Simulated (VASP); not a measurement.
# Sb (Pm-3m) in VASP: notebook

Aim: see how the results for Sb move with the level of theory and the settings. Levels: PBEsol, r2SCAN. Tasks: relaxation of cell and atoms, single point.

Program: VASP 6.6.1. These are calculated values, not measurements. Logs are shortened: lines on timing, memory, paths and dates and some standing lists are left out, and cuts for length are marked.

## 1. The cell of the first run

Symmetry: Pm-3m, No. 221, cubic system. Conventional cell: a = 3.002 Å, b = 3.002 Å, c = 3.002 Å, α = 90.00°, β = 90.00°, γ = 90.00°. Within 4.0 Å of Sb (site symmetry m-3m) lie 6 Sb at 3.00 Å.

## 2. Relaxation of cell and atoms, PBEsol, target pressure 4 GPa, at which the enthalpy is minimised

The input, INCAR:

```
SYSTEM = Sb
PREC = Accurate ; ENCUT = 600
EDIFF = 1E-7 ; ISMEAR = 0
SIGMA = 0.1 ; LREAL = .FALSE.
LASPH = .TRUE. ; NELM = 60
ALGO = Normal ; ISIF = 3
LWAVE = .FALSE. ; LCHARG = .FALSE.
GGA = PS ; IBRION = 2
NSW = 70 ; EDIFFG = -0.008
PSTRESS = 40.0
```

The input, KPOINTS:

```
regular mesh
0
G
  14 14 14
  0 0 0
```

The input, POSCAR:

```
Sb
1.0
    3.0015372143      0.0000000000      0.0000000000
    0.0000000000      3.0015372143      0.0000000000
    0.0000000000      0.0000000000      3.0015372143
Sb
1
Direct
    0.0000000000      0.0000000000      0.0000000000
```

Potentials or basis: VASP PAW PBE potentials, release 64 (Sb).

On the command line:

```bash
> cat potpaw_PBE.64/Sb/POTCAR > POTCAR
> mpirun -np 1 vasp_std > vasp.out
```

OUTCAR:

```text
SYSTEM = Sb
   PREC = Accurate
   ENCUT = 600
   EDIFF = 1E-7
   ISMEAR = 0
   LREAL = .FALSE.
   LASPH = .TRUE.
   NELM = 60
   ISIF = 3
   GGA = PS
   IBRION = 2
   NSW = 70
   EDIFFG = -0.008
   PSTRESS = 40.0

 ion  position               nearest neighbor table
   1  0.000  0.000  0.000-

  LATTYP: Found a simple cubic cell.
 ALAT       =     3.0015372143

  Lattice vectors:

 A1 = (   3.0015372143,   0.0000000000,   0.0000000000)
 A2 = (   0.0000000000,   3.0015372143,   0.0000000000)
 A3 = (   0.0000000000,   0.0000000000,   3.0015372143)

Analysis of symmetry for initial positions (statically):
=====================================================================
 Subroutine PRICEL returns:
 Original cell was already a primitive cell.

 Routine SETGRP: Setting up the symmetry group for a
 simple cubic supercell.

 Subroutine GETGRP returns: Found 48 space group operations
 (whereof 48 operations were pure point group operations)
 out of a pool of 48 trial point group operations.

The static configuration has the point symmetry O_h .

Analysis of symmetry for dynamics (positions and initial velocities):
=====================================================================
 Subroutine PRICEL returns:
 Original cell was already a primitive cell.

 Routine SETGRP: Setting up the symmetry group for a
 simple cubic supercell.

 Subroutine GETGRP returns: Found 48 space group operations
 (whereof 48 operations were pure point group operations)
 out of a pool of 48 trial point group operations.

The dynamic configuration has the point symmetry O_h .

 Subroutine INISYM returns: Found 48 space group operations
 (whereof 48 operations are pure point group operations),
 and found     1 'primitive' translations

----------------------------------------------------------------------------------------

                                     Primitive cell

  volume of cell :      27.0415

  direct lattice vectors                    reciprocal lattice vectors
     3.001537214  0.000000000  0.000000000     0.333162619  0.000000000  0.000000000
     0.000000000  3.001537214  0.000000000     0.000000000  0.333162619  0.000000000
     0.000000000  0.000000000  3.001537214     0.000000000  0.000000000  0.333162619

  length of vectors
     3.001537214  3.001537214  3.001537214     0.333162619  0.333162619  0.333162619

  position of ions in fractional coordinates (direct lattice)
     0.000000000  0.000000000  0.000000000

  ion indices of the primitive-cell ions
   primitive index   ion index
                 1           1

----------------------------------------------------------------------------------------

 KPOINTS: regular mesh

Automatic generation of k-mesh.
 Grid dimensions read from file:
 generate k-points for:   14   14   14

 Generating k-lattice:

  Cartesian coordinates                     Fractional coordinates (reciprocal lattice)
     0.023797330  0.000000000  0.000000000     0.071428571  0.000000000  0.000000000
     0.000000000  0.023797330  0.000000000     0.000000000  0.071428571  0.000000000
     0.000000000  0.000000000  0.023797330     0.000000000  0.000000000  0.071428571

  Length of vectors
     0.023797330  0.023797330  0.023797330

  Shift w.r.t. Gamma in fractional coordinates (k-lattice)
     0.000000000  0.000000000  0.000000000

 Subroutine IBZKPT returns following result:
 ===========================================

 Found    120 irreducible k-points:

 Following reciprocal coordinates:
            Coordinates               Weight
  0.000000  0.000000  0.000000      1.000000
  0.071429  0.000000  0.000000      6.000000
  0.142857  0.000000  0.000000      6.000000
  0.214286  0.000000  0.000000      6.000000
  0.285714  0.000000  0.000000      6.000000
  0.357143  0.000000  0.000000      6.000000
[... 16 lines left out ...]
  0.285714  0.214286  0.000000     24.000000
  0.357143  0.214286  0.000000     24.000000
 [... further k-points ...]
   k-points           NKPTS =    120   k-points in BZ     NKDIM =    120   number of bands    NBANDS=      6
   number of dos      NEDOS =    301   number of ions     NIONS =      1
   total plane-waves  NPLWV =  13824
   dimension x,y,z NGX =    24 NGY =   24 NGZ =   24
   dimension x,y,z NGXF=    48 NGYF=   48 NGZF=   48
   ions per type =               1
   NGX,Y,Z   is equivalent  to a cutoff of  13.29, 13.29, 13.29 a.u.
   NGXF,Y,Z  is equivalent  to a cutoff of  26.59, 26.59, 26.59 a.u.
 SYSTEM =  Sb
   PREC   = accura    normal or accurate (medium, high low for compatibility)
   ISTART =      0    job   : 0-new  1-cont  2-samecut
   ICHARG =      2    charge: 1-file 2-atom 10-const
   ISPIN  =      1    spin polarized calculation?
   LNONCOLLINEAR =      F non collinear calculations
   LSORBIT =      F    spin-orbit coupling
   LASPH  =      T    aspherical Exc in radial PAW
   ENCUT  =  600.0 eV  44.10 Ry    6.64 a.u.   5.99  5.99  5.99*2*pi/ulx,y,z
[... 39 lines left out ...]
   NGX = 11   NGY = 11   NGZ = 11

--------------------------------------- Ionic step        1  -------------------------------------------

 number of electron       5.0000001 magnetization

 Free energy of the ion-electron system (eV)
  ---------------------------------------------------
  ext. energy  EPLUGINS =         0.00000000
  ---------------------------------------------------
  free energy    TOTEN  =        -4.51558514 eV

  energy without entropy =       -4.51216990  energy(sigma->0) =       -4.51387752

------------------------ aborting loop because EDIFF is reached ----------------------------------------

  FORCE on cell =-STRESS in cart. coord.  units (eV):
  Direction    XX          YY          ZZ          XY          YZ          ZX
  --------------------------------------------------------------------------------------
  -------------------------------------------------------------------------------------
  Total        0.7271811      0.7271811      0.7271811      0.0000000      0.0000000     -0.0000000
  in kB       43.0845908     43.0845908     43.0845908      0.0000000      0.0000000     -0.0000000
  external PRESSURE =       3.0845908 kB  Pullay stress =      40.0000000 kB

 VOLUME and BASIS-vectors are now :
 -----------------------------------------------------------------------------
  energy-cutoff  :      600.00
  volume of cell :       27.04
      direct lattice vectors                 reciprocal lattice vectors
     3.001537214  0.000000000  0.000000000     0.333162619  0.000000000  0.000000000
     0.000000000  3.001537214  0.000000000     0.000000000  0.333162619  0.000000000
     0.000000000  0.000000000  3.001537214     0.000000000  0.000000000  0.333162619
[... 44 lines left out ...]
  FREE ENERGIE OF THE ION-ELECTRON SYSTEM (eV)
  ---------------------------------------------------
  free  energy   TOTEN  =        -4.5206950275 eV

  energy  without entropy=       -4.5172026950  energy(sigma->0) =       -4.51894886

  enthalpy is  TOTEN    =        -3.8404759358 eV   P V=        0.6802190916

--------------------------------------- Ionic step        3  -------------------------------------------

 number of electron       5.0000001 magnetization

 Free energy of the ion-electron system (eV)
  ---------------------------------------------------
  ext. energy  EPLUGINS =         0.00000000
  ---------------------------------------------------
  free energy    TOTEN  =        -4.51828254 eV

  energy without entropy =       -4.51482474  energy(sigma->0) =       -4.51655364

 E-fermi :   8.1898     XC(G=0): -10.1554

 val. band max:        8.1632833954   @ k =   0.4286   0.3571   0.3571
 cond. band min:       8.2142913397   @ k =   0.2857   0.2143   0.0714
 fundamental gap:      0.0510079443
 Fermi energy:         8.1897743286

 k-point     1 :       0.0000    0.0000    0.0000
  band No.  band energies     occupation
      1      -4.9427      2.00000
      2      11.7250      0.00000
      3      11.7250      0.00000
      4      11.7250      0.00000
      5      15.2788      0.00000
      6      15.2788      0.00000

 k-point     2 :       0.0714    0.0000    0.0000
  band No.  band energies     occupation
      1      -4.8611      2.00000
      2      10.6668      0.00000
      3      11.8079      0.00000
      4      11.8079      0.00000
      5      15.3402      0.00000
      6      15.9423      0.00000
[... 181 lines left out ...]
 k-point    23 :       0.2857    0.2143    0.0000
  band No.  band energies     occupation
      1      -2.9561      2.00000
      2       5.7876      2.00000
      3       8.1382      1.53445
      4      13.6502      0.00000
      5      16.4858      0.00000
      6      17.6122      0.00000

 k-point    24 :       0.3571    0.2143    0.0000
  band No.  band energies     occupation
      1      -2.3198      2.00000
      2       4.2598      2.00000
      3       8.6910      0.00000
      4      14.1829      0.00000
      5      15.3319      0.00000
      6      18.0555      0.00000

 [... further k-points ...]

------------------------ aborting loop because EDIFF is reached ----------------------------------------

  FORCE on cell =-STRESS in cart. coord.  units (eV):
  Direction    XX          YY          ZZ          XY          YZ          ZX
  --------------------------------------------------------------------------------------
  -------------------------------------------------------------------------------------
  Total        0.6785240      0.6785240      0.6785240      0.0000000     -0.0000000      0.0000000
  in kB       40.0476121     40.0476121     40.0476121      0.0000000     -0.0000000      0.0000000
  external PRESSURE =       0.0476121 kB  Pullay stress =      40.0000000 kB

 VOLUME and BASIS-vectors are now :
 -----------------------------------------------------------------------------
  energy-cutoff  :      600.00
  volume of cell :       27.15
      direct lattice vectors                 reciprocal lattice vectors
     3.005382234  0.000000000 -0.000000000     0.332736378 -0.000000000  0.000000000
     0.000000000  3.005382234  0.000000000    -0.000000000  0.332736378 -0.000000000
    -0.000000000  0.000000000  3.005382234     0.000000000 -0.000000000  0.332736378

 POSITION                                       TOTAL-FORCE (eV/Angst)
 -----------------------------------------------------------------------------------
      0.00000      0.00000      0.00000         0.000000     -0.000000      0.000000
 -----------------------------------------------------------------------------------
    total drift:                               -0.000000      0.000000      0.000000

  FREE ENERGIE OF THE ION-ELECTRON SYSTEM (eV)
  ---------------------------------------------------
  free  energy   TOTEN  =        -4.5182825382 eV

  energy  without entropy=       -4.5148247407  energy(sigma->0) =       -4.51655364

  enthalpy is  TOTEN    =        -3.8405652671 eV   P V=        0.6777172711

 reached required accuracy - stopping structural energy minimisation
```

Run time: 38 s. Hardware: 1 thread of Intel Xeon 8259CL, shared host; peak memory 0.15 GiB.

Results:

```yaml
Free_energy: -4.5183 eV
Relaxed_volume: 27.15 Å³/atom
Relaxed_cell: a = 3.005 Å, b = 3.005 Å, c = 3.005 Å, α = 90.00°, β = 90.00°, γ = 90.00°
Space_group_after_relaxing_to_0.05_Å: Pm-3m (No. 221)
Energy_change_on_relaxing_the_enthalpy_is_what_falls: -2.7 meV/atom
Ionic_steps: 3
Pressure_after_relaxing: 4.0 GPa
```

Step by step:
```
step  energy change (eV)  largest force (eV/Å)  pressure (GPa)  volume (Å³)
   1              0.0000                0.0000            4.31        27.04
   2             -0.0051                0.0000            3.72        27.25
   3             -0.0027                0.0000            4.00        27.15
```

Final structure:
```
Sb
1.0
     3.00538    0.00000    0.00000
     0.00000    3.00538    0.00000
     0.00000    0.00000    3.00538
Sb
1
Direct
  0.00000 0.00000 0.00000
```

Caveat: the cell is relaxed towards a set pressure, so the enthalpy falls and the energy may rise; the PAW data sets were made with another functional, which shifts forces and pressure a little; spin-orbit coupling is left out, which moves the levels of the heavy elements. Zero-point motion and thermal expansion aren't in these numbers.

## 3. Relaxation of cell and atoms, PBEsol, target pressure 1 GPa, at which the enthalpy is minimised

This run uses another cell than the first one, of 28.42 Å³/atom, 1.051 times its volume.

The input, INCAR:

```
SYSTEM = Sb
ALGO = Normal
EDIFF = 1E-7
EDIFFG = -0.008
ENCUT = 600
GGA = PS
IBRION = 2
ISIF = 3
ISMEAR = 0
LASPH = .True.
LCHARG = .False.
LREAL = .False.
LWAVE = .False.
NELM = 100
NSW = 70
PREC = Accurate
PSTRESS = 10.0
SIGMA = 0.1
```

The input, KPOINTS:

```
k-points
0
Gamma
  14 14 14
  0 0 0
```

The input, POSCAR:

```
Sb
1.0
    3.0515864128      0.0000000000      0.0000000000
    0.0000000000      3.0515864128      0.0000000000
    0.0000000000      0.0000000000      3.0515864128
Sb
1
Direct
    0.0000000000      0.0000000000      0.0000000000
```

Potentials or basis: VASP PAW PBE potentials, release 64 (Sb).

On the command line:

```bash
> cat potpaw_PBE.64/Sb/POTCAR > POTCAR
> mpirun -np 1 vasp_std > vasp.out
```

Run time: 36 s. Hardware: 1 thread of Intel Xeon 8259CL, shared host; peak memory 0.16 GiB.

The run converged. Its results:

| Property | Result |
| --- | --- |
| Free energy | -4.5359 eV |
| Relaxed volume | 28.30 Å³/atom |
| Relaxed cell | a = 3.047 Å, b = 3.047 Å, c = 3.047 Å, α = 90.00°, β = 90.00°, γ = 90.00° |
| Space group after relaxing (to 0.05 Å) | Pm-3m (No. 221) |
| Energy change on relaxing (the enthalpy is what falls) | +0.6 meV/atom |
| Ionic steps | 3 |
| Pressure after relaxing | 1.0 GPa |

The path:
```csv
step,energy change (eV),largest force (eV/Å),pressure (GPa),volume (Å³)
1,0.0000,0.0000,0.73,28.42
2,0.0012,0.0000,1.18,28.22
3,0.0006,0.0000,1.00,28.30
```

Final structure:
```
Sb
1.0
     3.04736    0.00000    0.00000
     0.00000    3.04736    0.00000
     0.00000    0.00000    3.04736
Sb
1
Direct
  0.00000 0.00000 0.00000
```

Levels at points of the mesh, in eV from the Fermi level:
```
           k point  band 1  band 2  band 3  band 4  band 5  band 6
(0.00, 0.00, 0.00)  -12.77    3.45    3.45    3.45    7.06    7.06
(0.50, 0.00, 0.00)  -10.14   -5.92    5.64    5.64    9.27   10.71
(0.50, 0.50, 0.00)   -7.34   -3.73   -3.73    1.97    7.90   13.39
(0.50, 0.50, 0.50)   -4.17   -1.66   -1.66   -1.66    4.79    4.79
```

Caveat: the cell is relaxed towards a set pressure, so the enthalpy falls and the energy may rise; the PAW data sets were made with another functional, which shifts forces and pressure a little; spin-orbit coupling is left out, which moves the levels of the heavy elements.

## 4. Single point, PBEsol (strained)

The input, INCAR:

```
PREC     = Accurate       # precision mode
ENCUT    = 520            # plane-wave cutoff, eV
EDIFF    = 1E-6           # SCF threshold, eV
ISMEAR   = 0              # smearing method
SIGMA    = 0.1            # smearing width, eV
LREAL    = F              # projectors in reciprocal space
LASPH    = T              # aspherical terms in the spheres
NELM     = 80             # most SCF steps
ALGO     = Normal         # electronic algorithm
ISIF     = 2              # what is computed and relaxed
LWAVE    = F              # write WAVECAR
LCHARG   = T              # write CHGCAR
GGA      = PS             # functional
LELF     = T              # ELF
LVHAR    = T            
NBANDS   = 8              # bands
```

The input, KPOINTS:

```
regular mesh
0
Gamma
  14 14 14
```

The input, POSCAR:

```
Sb
1.0
    3.0906064000      0.0000000000      0.0000000000
    0.0000000000      3.0906064000      0.0000000000
    0.0000000000      0.0000000000      3.0906064000
Sb
1
Direct
    0.0000000000      0.0000000000      0.0000000000
```

On the command line:

```bash
> cat potpaw_PBE.64/Sb/POTCAR > POTCAR
> mpirun -np 1 vasp_std > vasp.out
```

Wall time 9.9 s (1 thread of Intel Xeon Platinum 8488C (Sapphire Rapids), shared host); peak memory 0.15 GiB.

Results (log left out):

```yaml
Free_energy: -4.5335 eV
Pressure: -1.5 GPa
```

Levels at points of the mesh, in eV from the Fermi level:
| k point | band 1 | band 2 | band 3 | band 4 | band 5 | band 6 |
| --- | --- | --- | --- | --- | --- | --- |
| (0.00, 0.00, 0.00) | -12.42 | 3.35 | 3.35 | 3.35 | 7.02 | 7.02 |
| (0.50, 0.00, 0.00) | -9.95 | -5.60 | 5.40 | 5.40 | 9.16 | 10.61 |
| (0.50, 0.50, 0.00) | -7.34 | -3.52 | -3.52 | 2.14 | 7.48 | 13.05 |
| (0.50, 0.50, 0.50) | -4.42 | -1.56 | -1.56 | -1.56 | 4.86 | 4.86 |

Caveat: the cell differs from its parent crystal (strained); the PAW data sets were made with another functional, which shifts forces and pressure a little; spin-orbit coupling is left out, which moves the levels of the heavy elements.

## 5. Single point, r2SCAN (functional r2SCAN, strained)

The input, POSCAR:

```
Sb
1.0
    3.2832084000      0.0000000000      0.0000000000
    0.0000000000      3.2832084000      0.0000000000
    0.0000000000      0.0000000000      3.2832084000
Sb
1
Direct
    0.0000000000      0.0000000000      0.0000000000
```

The input, INCAR.step1:

```
SYSTEM = Sb
ALGO = Normal
EDIFF = 1E-4
ENCUT = 520
GGA = PE
ISMEAR = 0
LASPH = .TRUE.
LCHARG = .FALSE.
LREAL = .FALSE.
LWAVE = .TRUE.
NBANDS = 8
NELM = 80
PREC = Accurate
SIGMA = 0.1
```

The input, INCAR.step2:

```
SYSTEM = Sb
ALGO = Normal
EDIFF = 1E-6
ENCUT = 520
ISIF = 2
ISMEAR = 0
ISTART = 1
LASPH = .TRUE.
LCHARG = .TRUE.
LELF = .TRUE.
LMIXTAU = .TRUE.
LREAL = .FALSE.
LVHAR = .TRUE.
LWAVE = .FALSE.
METAGGA = R2SCAN
NBANDS = 8
NELM = 80
PREC = Accurate
SIGMA = 0.1
```

The input, KPOINTS:

```
k-points
0
G
  14 14 14
  0 0 0
```

On the command line:

```bash
> cat potpaw_PBE.64/Sb/POTCAR > POTCAR
> cp INCAR.step1 INCAR
> mpirun -np 1 vasp_std > vasp.out
> cp INCAR.step2 INCAR
> mpirun -np 1 vasp_std > vasp.out
```

It took 41 s on 1 thread of Intel Xeon Platinum 8488C (Sapphire Rapids), shared host; peak memory 0.16 GiB.

Results (log left out):

| Property | Result |
| --- | --- |
| Free energy | -25.4848 eV |
| Pressure | -7.3 GPa |

Levels at points of the mesh, in eV from the Fermi level:
| k point | band 1 | band 2 | band 3 | band 4 | band 5 | band 6 | band 7 |
| --- | --- | --- | --- | --- | --- | --- | --- |
| (0.00, 0.00, 0.00) | -11.67 | 3.05 | 3.05 | 3.05 | 7.19 | 7.19 | 8.12 |
| (0.50, 0.00, 0.00) | -9.69 | -4.66 | 4.66 | 4.66 | 8.98 | 10.87 | 11.10 |
| (0.50, 0.50, 0.00) | -7.62 | -2.97 | -2.97 | 3.15 | 6.24 | 12.24 | 13.26 |
| (0.50, 0.50, 0.50) | -5.35 | -1.40 | -1.40 | -1.40 | 5.51 | 5.51 | 5.51 |

Caveat: the cell differs from its parent crystal (functional r2SCAN, strained); the PAW data sets were made with another functional, which shifts forces and pressure a little; spin-orbit coupling is left out, which moves the levels of the heavy elements.

## 6. The runs side by side

```tsv
task	level	cell	cutoff (eV)	gap on the mesh (eV)	pressure (GPa)
relaxation of cell and atoms	PBEsol	relaxed to 4 GPa from a = 3.002 Å, 1 atom	600	none	4.0
relaxation of cell and atoms	PBEsol	relaxed to 1 GPa from a = 3.052 Å, 1 atom	600	none	1.0
single point	PBEsol	a = 3.091 Å, 1 atom	520	none	-1.5
single point	r2SCAN	a = 3.283 Å, 1 atom	520	none	-7.3
```

Alike in all rows: potentials or basis VASP PAW PBE potentials, release 64 (Sb); no spin polarisation; k mesh 14 × 14 × 14; smearing gaussian 0.1 eV.

Caveats: the PAW data sets were made with another functional, which shifts forces and pressure a little; spin-orbit coupling is left out, which moves the levels of the heavy elements; the cell is relaxed towards a set pressure, so the enthalpy falls and the energy may rise (some runs).

Total energies depend on the potentials used, so only differences within one code and one set of settings carry meaning.
